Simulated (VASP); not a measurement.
Here is a VASP 6.6.1 calculation.

File INCAR:

```
SYSTEM = Lu
  PREC = Accurate
  ENCUT = 520
  EDIFF = 1E-7
  ISMEAR = -1
  SIGMA = 0.1
  LREAL = .False.
  LASPH = .True.
  NELM = 60
  ALGO = Normal
  ISIF = 2
  LWAVE = .False.
  LCHARG = .False.
  GGA = PE
  NBANDS = 18
```

File KPOINTS:

```
Automatic mesh
0
Gamma
  12 12 12
  0 0 0
```

The input POSCAR:

```
Lu
1.0
    2.7780999828      0.0000000000      0.0000000000
    0.0000000000      2.7780999828      0.0000000000
    0.0000000000      0.0000000000      2.7780999828
Lu
1
Direct
    0.0000000000      0.0000000000      0.0000000000
```

Potentials or basis: VASP PAW PBE potentials, release 64 (Lu).

Command:

```console
$ cat potpaw_PBE.64/Lu/POTCAR > POTCAR
$ mpirun -np 1 vasp_std > vasp.out
```

Q: What does it give for the pressure?

A: 25.4 GPa.
